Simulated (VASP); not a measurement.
HfB2:

```
Hf B
1.0
     3.14000    0.00000    0.00000
    -1.57000    2.71932    0.00000
     0.00000    0.00000    3.48000
Hf B
1 2
Direct
  0.00000 0.00000 0.00000
  0.33333 0.66667 0.50000
  0.66667 0.33333 0.50000
```

Base run:

```yaml
Program: VASP 6.6.1
Functional: RPBE
Potentials_or_basis: VASP PAW PBE potentials, release 64 (Hf_pv, B)
Cutoff: 520 eV
k_mesh: 10 × 10 × 8
Occupations: methfessel-paxton, width 0.1 eV
Spin: no spin polarisation
```

Its results: band gap on the k mesh zero (band 8 reaches 8.37 eV, above the bottom of band 9 at 7.54 eV); pressure 5.1 GPa.

Problem. The run is repeated on the same cell with these changes: functional from RPBE to revPBE. What comes out?

Solution. Band gap on the k mesh zero (band 8 reaches 8.35 eV, above the bottom of band 9 at 7.51 eV); pressure 4.1 GPa.

Caveats: the PAW data sets were made with another functional, which shifts forces and pressure a little; spin-orbit coupling is left out, which moves the levels of the heavy elements.
